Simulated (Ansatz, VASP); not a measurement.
**LiRu: VASP beside Ansatz**

```
Li Ru
1.0
     2.95331    0.00000    0.00000
     0.00000    2.95331    0.00000
     0.00000    0.00000    2.95331
Li Ru
1 1
Cartesian
  0.0000 0.0000 0.0000
  1.4767 1.4767 1.4767
```

Alike in both runs: task relaxation of cell and atoms; functional PBE; k mesh 6 × 6 × 6; occupations gaussian, width 0.1 eV; no spin polarisation.

```csv
,VASP,Ansatz
version,VASP 6.6.1,Ansatz 0.2.0
potentials or method,"VASP PAW PBE potentials, release 64 (Li_sv, Ru_pv), cutoff 600 eV","scalar-relativistic, plane waves, PAW"
valence electrons in the cell,17,19
```

VASP gave:

| Item | Value |
| --- | --- |
| gap on the k mesh at the Fermi level, each at its own relaxed structure (eV) | none |
| relaxed volume (Å³/atom) | 12.19 |
| relaxed cell length with the largest relative difference (Å) | 2.899 |

**Question.** Which values does Ansatz return?

**Answer.** gap on the k mesh at the Fermi level, each at its own relaxed structure (eV): none; relaxed volume (Å³/atom): 12.21; relaxed cell length with the largest relative difference (Å): 2.901.

A gap of «none» marks a metal or a gap that the smearing closes. VASP's potentials hold 17 valence electrons a cell and Ansatz's 19, so a difference there can come from the potentials and not from the codes.

Noted on VASP's run: the cutoff is short for stress, so the pressure is rough.
